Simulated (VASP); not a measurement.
# Zn (Fd-3m) in VASP: further runs

Zn is run at these levels: LDA; tasks: single point.

All numbers are computed with VASP 6.6.1; they aren't measurements. Logs are shortened: lines on timing, memory, paths and dates and some standing lists are left out, and cuts for length are marked.

## (1) The cell of the first run

It takes space group Fd-3m (No. 227, cubic). The conventional cell has a = 5.320 Å, b = 5.320 Å, c = 5.320 Å, α = 90.00°, β = 90.00°, γ = 90.00°. Within 3.0 Å of Zn (site symmetry -43m) lie 4 Zn at 2.30 Å.

This isn't the form of Zn at room conditions, which is hcp.

## (2) Single point, LDA (18.82 Å³/atom)

INCAR reads:

```
ALGO = Normal
EDIFF = 1E-7
ENCUT = 520
GGA = CA
ISIF = 2
ISMEAR = -1
LASPH = True
LCHARG = True
LELF = True
LREAL = False
LVHAR = True
LWAVE = False
NBANDS = 19
NELM = 80
PREC = Accurate
SIGMA = 0.1
```

KPOINTS reads:

```
k-points
0
Gamma
  13 13 13
```

POSCAR reads:

```
Zn
1.0
    0.0000000000      2.6599603609      2.6599603609
    2.6599603609      0.0000000000      2.6599603609
    2.6599603609      2.6599603609      0.0000000000
Zn
2
Direct
   -0.1250000000     -0.1250000000     -0.1250000000
    0.1250000000      0.1250000000      0.1250000000
```

Potentials or basis: VASP PAW LDA potentials, release 64 (Zn).

The run is started by

```sh
cat potpaw_LDA.64/Zn/POTCAR > POTCAR
mpirun -np 1 vasp_std > vasp.out
```

OUTCAR:

```text
EDIFF = 1E-7
   ENCUT = 520
   GGA = CA
   ISIF = 2
   ISMEAR = -1
   LASPH = True
   LREAL = False
   NELM = 80
   PREC = Accurate

 ion  position               nearest neighbor table
   1  0.875  0.875  0.875-   2 2.30   2 2.30   2 2.30   2 2.30
   2  0.125  0.125  0.125-   1 2.30   1 2.30   1 2.30   1 2.30

  LATTYP: Found a face centered cubic cell.
 ALAT       =     5.3199207218

  Lattice vectors:

 A1 = (   0.0000000000,   2.6599603609,   2.6599603609)
 A2 = (   2.6599603609,   0.0000000000,   2.6599603609)
 A3 = (   2.6599603609,   2.6599603609,   0.0000000000)

Analysis of symmetry for initial positions (statically):
=====================================================================
 Subroutine PRICEL returns:
 Original cell was already a primitive cell.

 Routine SETGRP: Setting up the symmetry group for a
 face centered cubic supercell.

 Subroutine GETGRP returns: Found 48 space group operations
 (whereof 12 operations were pure point group operations)
 out of a pool of 48 trial point group operations.

The static configuration has the point symmetry D_3d.
 The point group associated with its full space group is O_h .

Analysis of symmetry for dynamics (positions and initial velocities):
=====================================================================
 Subroutine PRICEL returns:
 Original cell was already a primitive cell.

 Routine SETGRP: Setting up the symmetry group for a
 face centered cubic supercell.

 Subroutine GETGRP returns: Found 48 space group operations
 (whereof 12 operations were pure point group operations)
 out of a pool of 48 trial point group operations.

The dynamic configuration has the point symmetry D_3d.
 The point group associated with its full space group is O_h .

 Subroutine INISYM returns: Found 48 space group operations
 (whereof 12 operations are pure point group operations),
 and found     1 'primitive' translations

----------------------------------------------------------------------------------------

                                     Primitive cell

  volume of cell :      37.6405

  direct lattice vectors                    reciprocal lattice vectors
     0.000000000  2.659960361  2.659960361    -0.187972726  0.187972726  0.187972726
     2.659960361  0.000000000  2.659960361     0.187972726 -0.187972726  0.187972726
     2.659960361  2.659960361  0.000000000     0.187972726  0.187972726 -0.187972726

  length of vectors
     3.761752018  3.761752018  3.761752018     0.325578312  0.325578312  0.325578312

  position of ions in fractional coordinates (direct lattice)
     0.875000000  0.875000000  0.875000000
     0.125000000  0.125000000  0.125000000

  ion indices of the primitive-cell ions
   primitive index   ion index
                 1           1
                 2           2

----------------------------------------------------------------------------------------

 KPOINTS: k-points

Automatic generation of k-mesh.
 Grid dimensions read from file:
 generate k-points for:   13   13   13

 Generating k-lattice:

  Cartesian coordinates                     Fractional coordinates (reciprocal lattice)
    -0.014459440  0.014459440  0.014459440     0.076923077  0.000000000  0.000000000
     0.014459440 -0.014459440  0.014459440     0.000000000  0.076923077  0.000000000
     0.014459440  0.014459440 -0.014459440     0.000000000  0.000000000  0.076923077

  Length of vectors
     0.025044486  0.025044486  0.025044486

  Shift w.r.t. Gamma in fractional coordinates (k-lattice)
     0.000000000  0.000000000  0.000000000

 Subroutine IBZKPT returns following result:
 ===========================================

 Found     84 irreducible k-points:

 Following reciprocal coordinates:
            Coordinates               Weight
  0.000000  0.000000  0.000000      1.000000
  0.076923  0.000000  0.000000      8.000000
  0.153846  0.000000  0.000000      8.000000
  0.230769  0.000000  0.000000      8.000000
  0.307692  0.000000  0.000000      8.000000
  0.384615  0.000000  0.000000      8.000000
[... 16 lines left out ...]
  0.384615  0.153846  0.000000     24.000000
  0.461538  0.153846  0.000000     24.000000
 [... further k-points ...]
   k-points           NKPTS =     84   k-points in BZ     NKDIM =     84   number of bands    NBANDS=     19
   number of dos      NEDOS =    301   number of ions     NIONS =      2
   total plane-waves  NPLWV =  21952
   dimension x,y,z NGX =    28 NGY =   28 NGZ =   28
   dimension x,y,z NGXF=    56 NGYF=   56 NGZF=   56
   ions per type =               2
   NGX,Y,Z   is equivalent  to a cutoff of  12.37, 12.37, 12.37 a.u.
   NGXF,Y,Z  is equivalent  to a cutoff of  24.75, 24.75, 24.75 a.u.
 SYSTEM =  unknown system
   PREC   = accura    normal or accurate (medium, high low for compatibility)
   ISTART =      0    job   : 0-new  1-cont  2-samecut
   ICHARG =      2    charge: 1-file 2-atom 10-const
   ISPIN  =      1    spin polarized calculation?
   LNONCOLLINEAR =      F non collinear calculations
   LSORBIT =      F    spin-orbit coupling
   LASPH  =      T    aspherical Exc in radial PAW
   ENCUT  =  520.0 eV  38.22 Ry    6.18 a.u.   6.99  6.99  6.99*2*pi/ulx,y,z
   NELM   =     80;   NELMIN=  2; NELMDL= -5     # of ELM steps
   EDIFF  = 0.1E-06   stopping-criterion for ELM
   LREAL  =      F    real-space projection
   EDIFFG = 0.1E-05   stopping-criterion for IOM
   NSW    =      0    number of steps for IOM
   IBRION =     -1    ionic relax: 0-MD 1-quasi-New 2-CG
   NFREE  =      0    steps in history (QN), initial steepest desc. (CG)
   ISIF   =      2    stress and relaxation
   ISYM   =      2    0-nonsym 1-usesym 2-fastsym
   POTIM  = 0.5000    time-step for ionic-motion
   TEBEG  =    0.0;   TEEND  =   0.0 temperature during run
   PSTRESS=    0.0 pullay stress
   NELECT =      24.0000    total number of electrons
   NUPDOWN=      -1.0000    fix difference up-down
   EMIN   =  10.00;   EMAX   =-10.00  energy-range for DOS
   EFERMI =   0.00;   METHOD = LEGACY
   ISMEAR =    -1;   SIGMA  =   0.10  broadening in eV -4-tet -1-fermi 0-gaus
   EFERMI_NEDOS =   21; number of points for ismear=-14 and -15
   IALGO  =     38    algorithm
   IMIX   =      4    mixing-type and parameters
     AMIX     =   0.40;   BMIX     =  1.00
     AMIX_MAG =   1.60;   BMIX_MAG =  1.00
  volume/ion in A,a.u.               =      18.82       127.01
  Fermi-wavevector in a.u.,A,eV,Ry     =   1.409051  2.662721 27.013348  1.985425
  Thomas-Fermi vector in A             =   2.531146
   LORBIT       =      0    0 simple, 1 ext, 2 COOP (PROOUT), +10 PAW based schemes
   GGA     = CA    functional components
   LHFCALC =     F    Hartree Fock is set to
   AEXX    =    0.0000 exact exchange contribution
   IVDW    =     0    specifies the selected vdW correction
   LEPSILON=     F    determine dielectric tensor
   LRPA    =     F    only Hartree local field effects (RPA)
 non-spin polarized calculation
  energy-cutoff  :      520.00
  volume of cell :       37.64
 maximum number of plane-waves:      1026
   NGX = 13   NGY = 13   NGZ = 13

 number of electron      24.0000034 magnetization

 Free energy of the ion-electron system (eV)
  ---------------------------------------------------
  ext. energy  EPLUGINS =         0.00000000
  ---------------------------------------------------
  free energy    TOTEN  =        -2.40470431 eV

  energy without entropy =       -2.38034222  energy(sigma->0) =       -2.39252327

 E-fermi :   1.2280     XC(G=0): -10.5420

 val. band max:        1.1642637223   @ k =   0.3846   0.3077   0.0000
 cond. band min:       1.2412337034   @ k =  -0.3846   0.4615   0.1538
 fundamental gap:      0.0769699811
 Fermi energy:         1.2279926494

 k-point     1 :       0.0000    0.0000    0.0000
  band No.  band energies     occupation
      1      -7.7137      2.00000
      2      -6.9646      2.00000
      3      -6.9646      2.00000
      4      -6.9646      2.00000
      5      -6.9113      2.00000
      6      -6.9113      2.00000
[... 11 lines left out ...]
     18      11.1852      0.00000
     19      11.9787      0.00000

 k-point     2 :       0.0769    0.0000    0.0000
  band No.  band energies     occupation
      1      -7.6281      2.00000
      2      -6.9968      2.00000
      3      -6.9968      2.00000
      4      -6.9619      2.00000
      5      -6.8687      2.00000
      6      -6.8687      2.00000
[... 11 lines left out ...]
     18      11.6788      0.00000
     19      12.6198      0.00000

 k-point     3 :       0.1538    0.0000    0.0000
  band No.  band energies     occupation
      1      -7.3885      2.00000
      2      -7.0295      2.00000
      3      -7.0295      2.00000
      4      -6.9501      2.00000
      5      -6.8097      2.00000
      6      -6.8097      2.00000
[... 11 lines left out ...]
     18      12.4607      0.00000
     19      13.4833      0.00000

 k-point     4 :       0.2308    0.0000    0.0000
  band No.  band energies     occupation
      1      -7.0929      2.00000
      2      -7.0433      2.00000
      3      -7.0433      2.00000
      4      -6.8977      2.00000
      5      -6.7664      2.00000
      6      -6.7664      2.00000
[... 11 lines left out ...]
     18      12.3873      0.00000
     19      13.9021      0.00000

 k-point     5 :       0.3077    0.0000    0.0000
  band No.  band energies     occupation
      1      -7.0381      2.00000
      2      -7.0381      2.00000
      3      -6.9791      2.00000
      4      -6.7516      2.00000
      5      -6.7516      2.00000
      6      -6.7436      2.00000
[... 11 lines left out ...]
     18      11.8168      0.00000
     19      14.8141      0.00000
[... 334 lines left out ...]
      2      -7.0357      2.00000
      3      -6.9749      2.00000
      4      -6.9423      2.00000
      5      -6.7888      2.00000
      6      -6.6696      2.00000
[... 11 lines left out ...]
     18      12.6164      0.00000
     19      15.2003      0.00000

 k-point    22 :       0.3077    0.1538    0.0000
  band No.  band energies     occupation
      1      -7.1261      2.00000
      2      -6.9831      2.00000
      3      -6.9816      2.00000
      4      -6.7490      2.00000
      5      -6.7382      2.00000
      6      -6.6282      2.00000
[... 11 lines left out ...]
     18      12.6110      0.00000
     19      14.8968      0.00000

 k-point    23 :       0.3846    0.1538    0.0000
  band No.  band energies     occupation
      1      -7.1219      2.00000
      2      -6.9867      2.00000
      3      -6.9653      2.00000
      4      -6.7226      2.00000
      5      -6.6498      2.00000
      6      -6.6178      2.00000
[... 11 lines left out ...]
     18      12.1617      0.00000
     19      14.5027      0.00000

 k-point    24 :       0.4615    0.1538    0.0000
  band No.  band energies     occupation
      1      -7.1123      2.00000
      2      -6.9990      2.00000
      3      -6.9355      2.00000
      4      -6.6997      2.00000
      5      -6.6501      2.00000
      6      -6.6347      2.00000
[... 11 lines left out ...]
     18      12.7486      0.00000
     19      14.4229      0.00000

 [... further k-points ...]
[... 5 lines left out ...]
  --------------------------------------------------------------------------------------
  -------------------------------------------------------------------------------------
  Total        1.9009047      1.9009047      1.9009047     -0.0000000      0.0000000      0.0000000
  in kB       80.9124646     80.9124646     80.9124646     -0.0000000      0.0000000      0.0000000
  external PRESSURE =      80.9124646 kB  Pullay stress =       0.0000000 kB

 VOLUME and BASIS-vectors are now :
 -----------------------------------------------------------------------------
  energy-cutoff  :      520.00
  volume of cell :       37.64
      direct lattice vectors                 reciprocal lattice vectors
     0.000000000  2.659960361  2.659960361    -0.187972726  0.187972726  0.187972726
     2.659960361  0.000000000  2.659960361     0.187972726 -0.187972726  0.187972726
     2.659960361  2.659960361  0.000000000     0.187972726  0.187972726 -0.187972726

 POSITION                                       TOTAL-FORCE (eV/Angst)
 -----------------------------------------------------------------------------------
      4.65493      4.65493      4.65493        -0.000000      0.000000     -0.000000
      0.66499      0.66499      0.66499         0.000000      0.000000      0.000000
 -----------------------------------------------------------------------------------
    total drift:                                0.000000      0.000000     -0.000000

  FREE ENERGIE OF THE ION-ELECTRON SYSTEM (eV)
  ---------------------------------------------------
  free  energy   TOTEN  =        -2.4047043111 eV

  energy  without entropy=       -2.3803422243  energy(sigma->0) =       -2.39252327
```

Wall time 74 s (1 thread of Intel Xeon 8259CL, shared host); peak memory 0.17 GiB.

Results:

```
Free energy            : -2.4047 eV
Pressure               : 8.1 GPa
Band gap on the k mesh : zero (bands 12 and 13 overlap by 7.62 eV)
```

Levels at points of the mesh, in eV from the Fermi level:
| k point | band 10 | band 11 | band 12 | band 13 | band 14 | band 15 |
| --- | --- | --- | --- | --- | --- | --- |
| (0.00, 0.00, 0.00) | -6.91 | -6.91 | 6.54 | 6.54 | 6.54 | 7.92 |

Caveat: the cell stands under pressure.

## (3) Single point, LDA

This run uses another cell than the first one, of 21.39 Å³/atom.

INCAR reads:

```
SYSTEM = Zn
PREC = Accurate
ENCUT = 520
EDIFF = 1E-6
ISMEAR = -1
SIGMA = 0.1
LREAL = .FALSE.
LASPH = .TRUE.
NELM = 100
ALGO = Normal
ISIF = 2
LWAVE = .FALSE.
LCHARG = .FALSE.
NBANDS = 19
```

KPOINTS reads:

```
Automatic mesh
0
G
  13 13 13
  0 0 0
```

POSCAR reads:

```
Zn
1.0
    0.0000000000      2.7757537852      2.7757537852
    2.7757537852      0.0000000000      2.7757537852
    2.7757537852      2.7757537852      0.0000000000
Zn
2
Direct
   -0.1250000000     -0.1250000000     -0.1250000000
    0.1250000000      0.1250000000      0.1250000000
```

Potentials or basis: VASP PAW LDA potentials, release 64 (Zn).

The run is started by

```sh
cat potpaw_LDA.64/Zn/POTCAR > POTCAR
mpirun -np 1 vasp_std > vasp.out
```

OUTCAR:

```text
SYSTEM = Zn
   PREC = Accurate
   ENCUT = 520
   EDIFF = 1E-6
   ISMEAR = -1
   LREAL = .FALSE.
   LASPH = .TRUE.
   NELM = 100
   ISIF = 2

 ion  position               nearest neighbor table
   1  0.875  0.875  0.875-   2 2.40   2 2.40   2 2.40   2 2.40
   2  0.125  0.125  0.125-   1 2.40   1 2.40   1 2.40   1 2.40

  LATTYP: Found a face centered cubic cell.
 ALAT       =     5.5515075704

  Lattice vectors:

 A1 = (   0.0000000000,   2.7757537852,   2.7757537852)
 A2 = (   2.7757537852,   0.0000000000,   2.7757537852)
[... 191 lines left out ...]
      5      -7.2206      2.00000
      6      -7.2206      2.00000
[... 505 lines left out ...]
      6      -6.9632      2.00000
[... 11 lines left out ...]
     18      11.1742      0.00000
     19      12.9466      0.00000

 [... further k-points ...]
[... 5 lines left out ...]
  --------------------------------------------------------------------------------------
  -------------------------------------------------------------------------------------
  Total        0.1072049      0.1072049      0.1072049      0.0000000     -0.0000000     -0.0000000
  in kB        4.0156166      4.0156166      4.0156166      0.0000000     -0.0000000     -0.0000000
  external PRESSURE =       4.0156166 kB  Pullay stress =       0.0000000 kB

 VOLUME and BASIS-vectors are now :
 -----------------------------------------------------------------------------
  energy-cutoff  :      520.00
  volume of cell :       42.77
      direct lattice vectors                 reciprocal lattice vectors
     0.000000000  2.775753785  2.775753785    -0.180131250  0.180131250  0.180131250
     2.775753785  0.000000000  2.775753785     0.180131250 -0.180131250  0.180131250
     2.775753785  2.775753785  0.000000000     0.180131250  0.180131250 -0.180131250

 POSITION                                       TOTAL-FORCE (eV/Angst)
 -----------------------------------------------------------------------------------
      4.85757      4.85757      4.85757         0.000000     -0.000000     -0.000000
      0.69394      0.69394      0.69394        -0.000000      0.000000      0.000000
 -----------------------------------------------------------------------------------
    total drift:                               -0.000000      0.000000      0.000000

  FREE ENERGIE OF THE ION-ELECTRON SYSTEM (eV)
  ---------------------------------------------------
  free  energy   TOTEN  =        -2.5252735219 eV

  energy  without entropy=       -2.4990121725  energy(sigma->0) =       -2.51214285
```

OSZICAR:

```text
N       E                     dE             d eps       ncg     rms          rms(c)
DAV:   1     0.116746678228E+03    0.11675E+03   -0.12228E+04  3208   0.179E+03
DAV:   2     0.365557542818E+01   -0.11309E+03   -0.11020E+03  3207   0.291E+02
DAV:   3    -0.265269531776E+01   -0.63083E+01   -0.62817E+01  3596   0.754E+01
DAV:   4    -0.270601428980E+01   -0.53319E-01   -0.53307E-01  3508   0.759E+00
DAV:   5    -0.270610772978E+01   -0.93440E-04   -0.93440E-04  3515   0.280E-01    0.310E+00
DAV:   6    -0.254111453759E+01    0.16499E+00   -0.69161E-01  3771   0.160E+01    0.220E+00
DAV:   7    -0.253045691590E+01    0.10658E-01   -0.29257E-02  3564   0.268E+00    0.109E+00
DAV:   8    -0.252530342500E+01    0.51535E-02   -0.26450E-03  3753   0.510E-01    0.579E-02
DAV:   9    -0.252527136809E+01    0.32057E-04   -0.19724E-04  3873   0.135E-01    0.430E-02
DAV:  10    -0.252527360553E+01   -0.22374E-05   -0.35568E-05  3384   0.467E-02    0.407E-03
DAV:  11    -0.252527352191E+01    0.83620E-07   -0.15642E-07  2010   0.487E-03
   1 F= -.25252735E+01 E0= -.25121428E+01  d E =-.262613E-01
```

It took 78 s on 1 thread of Intel Xeon 8259CL, shared host; peak memory 0.18 GiB.

Results:

* Free energy: -2.5253 eV
* Pressure: 0.4 GPa
* Band gap on the k mesh: zero (bands 12 and 13 overlap by 6.69 eV)

Levels at points of the mesh, in eV from the Fermi level:
| k point | band 10 | band 11 | band 12 | band 13 | band 14 | band 15 |
| --- | --- | --- | --- | --- | --- | --- |
| (0.00, 0.00, 0.00) | -6.85 | -6.85 | 5.84 | 5.84 | 5.84 | 7.29 |
